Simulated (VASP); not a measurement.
# WS2 in VASP: single point with PBE

Aim: the single point of WS2 with PBE.

Everything below comes from runs of VASP 6.6.1. Logs are shortened: lines on timing, memory, paths and dates and some standing lists are left out, and cuts for length are marked.

## Step 1: The cell of the first run

The cell holds a slab with vacuum, 12 atoms: a = 3.188 Å, b = 3.188 Å, c = 37.806 Å, α = 90.00°, β = 90.00°, γ = 120.00°.

## Step 2: Single point, PBE

File INCAR:

```
  PREC = Accurate
  ENCUT = 520
  EDIFF = 1E-7
  ISMEAR = 0
  SIGMA = 0.02
  LREAL = False
  LASPH = True
  NELM = 100
  ALGO = Normal
  ISIF = 2
  LWAVE = False
  LCHARG = False
  GGA = PE
  NBANDS = 64
```

File KPOINTS:

```
regular mesh
0
Gamma
  12 12 1
```

File POSCAR:

```
WS2
1.0
    3.1879768578      0.0000000000      0.0000000000
   -1.5939884289      2.7608689455      0.0000000000
    0.0000000000      0.0000000000     37.8055505258
W S
4 8
Direct
    0.6666666667      0.3333333333      0.4022000859
    0.6666666667      0.3333333333      0.7941557746
    0.3333333333      0.6666666667      0.2058442254
    0.3333333333      0.6666666667      0.5977999141
    0.6666666667      0.3333333333      0.1642900920
    0.6666666667      0.3333333333      0.5562476378
    0.3333333333      0.6666666667      0.3606479639
    0.3333333333      0.6666666667      0.7526019391
    0.6666666667      0.3333333333      0.2473980609
    0.6666666667      0.3333333333      0.6393520361
    0.3333333333      0.6666666667      0.4437523622
    0.3333333333      0.6666666667      0.8357099080
```

Potentials or basis: VASP PAW PBE potentials, release 64 (W_sv, S).

On the command line:

```
$ cat potpaw_PBE.64/W_sv/POTCAR potpaw_PBE.64/S/POTCAR > POTCAR
$ mpirun -np 1 vasp_std > vasp.out
```

OUTCAR:

```text
PREC = Accurate
   ENCUT = 520
   EDIFF = 1E-7
   ISMEAR = 0
   LREAL = False
   LASPH = True
   NELM = 100
   ISIF = 2
   GGA = PE

 ion  position               nearest neighbor table
   1  0.667  0.333  0.402-   7 2.42   7 2.42   7 2.42  11 2.42  11 2.42  11 2.42
   2  0.667  0.333  0.794-   8 2.42   8 2.42   8 2.42  12 2.42  12 2.42  12 2.42
   3  0.333  0.667  0.206-   9 2.42   9 2.42   9 2.42   5 2.42   5 2.42   5 2.42
   4  0.333  0.667  0.598-  10 2.42  10 2.42  10 2.42   6 2.42   6 2.42   6 2.42
   5  0.667  0.333  0.164-   3 2.42   3 2.42   3 2.42
   6  0.667  0.333  0.556-   4 2.42   4 2.42   4 2.42
   7  0.333  0.667  0.361-   1 2.42   1 2.42   1 2.42
   8  0.333  0.667  0.753-   2 2.42   2 2.42   2 2.42
   9  0.667  0.333  0.247-   3 2.42   3 2.42   3 2.42
  10  0.667  0.333  0.639-   4 2.42   4 2.42   4 2.42
  11  0.333  0.667  0.444-   1 2.42   1 2.42   1 2.42
  12  0.333  0.667  0.836-   2 2.42   2 2.42   2 2.42

  LATTYP: Found a hexagonal cell.
 ALAT       =     3.1879768578
 C/A-ratio  =    11.8587907667

  Lattice vectors:

 A1 = (   3.1879768578,   0.0000000000,   0.0000000000)
 A2 = (  -1.5939884289,   2.7608689455,   0.0000000000)
 A3 = (   0.0000000000,   0.0000000000,  37.8055505258)

Analysis of symmetry for initial positions (statically):
=====================================================================
 Subroutine PRICEL returns:
 Original cell was already a primitive cell.

 Routine SETGRP: Setting up the symmetry group for a
 hexagonal supercell.

 Subroutine GETGRP returns: Found 12 space group operations
 (whereof 12 operations were pure point group operations)
 out of a pool of 24 trial point group operations.

The static configuration has the point symmetry D_3d.

Analysis of symmetry for dynamics (positions and initial velocities):
=====================================================================
 Subroutine PRICEL returns:
 Original cell was already a primitive cell.

 Routine SETGRP: Setting up the symmetry group for a
 hexagonal supercell.

 Subroutine GETGRP returns: Found 12 space group operations
 (whereof 12 operations were pure point group operations)
 out of a pool of 24 trial point group operations.

The dynamic configuration has the point symmetry D_3d.

 Subroutine INISYM returns: Found 12 space group operations
 (whereof 12 operations are pure point group operations),
[... 119 lines left out ...]
   TEBEG  =    0.0;   TEEND  =   0.0 temperature during run
   PSTRESS=    0.0 pullay stress
   NELECT =     104.0000    total number of electrons
   NUPDOWN=      -1.0000    fix difference up-down
   EMIN   =  10.00;   EMAX   =-10.00  energy-range for DOS
   EFERMI =   0.00;   METHOD = LEGACY
   ISMEAR =     0;   SIGMA  =   0.02  broadening in eV -4-tet -1-fermi 0-gaus
   EFERMI_NEDOS =   21; number of points for ismear=-14 and -15
   IALGO  =     38    algorithm
   IMIX   =      4    mixing-type and parameters
     AMIX     =   0.40;   BMIX     =  1.00
     AMIX_MAG =   1.60;   BMIX_MAG =  1.00
  volume/ion in A,a.u.               =      27.73       187.12
  Fermi-wavevector in a.u.,A,eV,Ry     =   1.110999  2.099484 16.793934  1.234319
  Thomas-Fermi vector in A             =   2.247557
   LORBIT       =      0    0 simple, 1 ext, 2 COOP (PROOUT), +10 PAW based schemes
   GGA     = PE    functional components
   LHFCALC =     F    Hartree Fock is set to
   AEXX    =    0.0000 exact exchange contribution
   IVDW    =     0    specifies the selected vdW correction
   LEPSILON=     F    determine dielectric tensor
   LRPA    =     F    only Hartree local field effects (RPA)
 non-spin polarized calculation
 Gauss-broadening in eV      SIGMA  =   0.02
  energy-cutoff  :      520.00
  volume of cell :      332.75
 maximum number of plane-waves:      9008
 NGX is ok and might be reduce to    24
   NGX = 11   NGY = 11   NGZ =141

 number of electron     103.9999998 magnetization

 Free energy of the ion-electron system (eV)
  ---------------------------------------------------
  ext. energy  EPLUGINS =         0.00000000
  ---------------------------------------------------
  free energy    TOTEN  =       -94.71916348 eV

  energy without entropy =      -94.71916348  energy(sigma->0) =      -94.71916348

 E-fermi :   2.5702     XC(G=0):  -7.6325

 val. band max:        2.4747273158   @ k =   0.0000   0.0000   0.0000
 cond. band min:       4.1441051999   @ k =   0.3333   0.3333   0.0000
 fundamental gap:      1.6693778841
 Fermi energy:         2.5702380076

 k-point     1 :       0.0000    0.0000    0.0000
  band No.  band energies     occupation
      1     -71.7092      2.00000
      2     -71.7092      2.00000
      3     -71.7092      2.00000
      4     -71.7092      2.00000
      5     -35.9371      2.00000
      6     -35.9371      2.00000
[... 1262 lines left out ...]
     63       6.3437      0.00000
     64       6.3437      0.00000

------------------------ aborting loop because EDIFF is reached ----------------------------------------

  FORCE on cell =-STRESS in cart. coord.  units (eV):
  Direction    XX          YY          ZZ          XY          YZ          ZX
  --------------------------------------------------------------------------------------
  -------------------------------------------------------------------------------------
  Total       -0.0836645     -0.0836645     -0.0501145     -0.0000000     -0.0000000     -0.0000000
  in kB       -0.4028427     -0.4028427     -0.2413002     -0.0000000     -0.0000000     -0.0000000
  external PRESSURE =      -0.3489952 kB  Pullay stress =       0.0000000 kB

 VOLUME and BASIS-vectors are now :
 -----------------------------------------------------------------------------
  energy-cutoff  :      520.00
  volume of cell :      332.75
      direct lattice vectors                 reciprocal lattice vectors
     3.187976858  0.000000000  0.000000000     0.313678563  0.181102403  0.000000000
    -1.593988429  2.760868945  0.000000000     0.000000000  0.362204806  0.000000000
     0.000000000  0.000000000 37.805550526     0.000000000  0.000000000  0.026451142

 POSITION                                       TOTAL-FORCE (eV/Angst)
 -----------------------------------------------------------------------------------
      1.59399      0.92029     15.20540        -0.000000     -0.000000      0.000144
      1.59399      0.92029     30.02350         0.000000      0.000000      0.001672
     -0.00000      1.84058      7.78205        -0.000000     -0.000000     -0.001672
     -0.00000      1.84058     22.60015         0.000000      0.000000     -0.000144
      1.59399      0.92029      6.21108         0.000000     -0.000000     -0.003233
      1.59399      0.92029     21.02925        -0.000000     -0.000000     -0.005225
     -0.00000      1.84058     13.63449        -0.000000      0.000000     -0.005343
     -0.00000      1.84058     28.45253        -0.000000      0.000000     -0.004318
      1.59399      0.92029      9.35302         0.000000     -0.000000      0.004318
      1.59399      0.92029     24.17106        -0.000000      0.000000      0.005343
     -0.00000      1.84058     16.77630        -0.000000      0.000000      0.005225
     -0.00000      1.84058     31.59447        -0.000000      0.000000      0.003233
 -----------------------------------------------------------------------------------
    total drift:                                0.000000     -0.000000      0.000000

  FREE ENERGIE OF THE ION-ELECTRON SYSTEM (eV)
  ---------------------------------------------------
  free  energy   TOTEN  =       -94.7191634770 eV

  energy  without entropy=      -94.7191634770  energy(sigma->0) =      -94.71916348
```

stdout:

```text
POSCAR found type information on POSCAR W S
 POSCAR found :  2 types and      12 ions
 scaLAPACK will be used
 LDA part: xc-table for (Slater+PW92), standard interpolation
 POSCAR, INCAR and KPOINTS ok, starting setup
 FFT: planning ... GRIDC
 FFT: planning ... GRID_SOFT
 FFT: planning ... GRID
 WAVECAR not read
 entering main loop
```

Run time: 73 min. Hardware: 1 thread of AMD EPYC 7R13 (Zen 3), shared host; peak memory 0.54 GiB.

Results:

```yaml
Free_energy: -94.7192 eV
Largest_force: 0.005 eV/Å
Band_gap_on_the_k_mesh: 1.67 eV, indirect (least direct gap 1.80 eV)
```

Forces on the atoms (eV/Å):
```
W    0.000  0.000  0.000
W    0.000  0.000  0.002
W    0.000  0.000 -0.002
W    0.000  0.000  0.000
S    0.000  0.000 -0.003
S    0.000  0.000 -0.005
S    0.000  0.000 -0.005
S    0.000  0.000 -0.004
S    0.000  0.000  0.004
S    0.000  0.000  0.005
S    0.000  0.000  0.005
S    0.000  0.000  0.003
```

Caveat: spin-orbit coupling is left out, which moves the levels of the heavy elements.
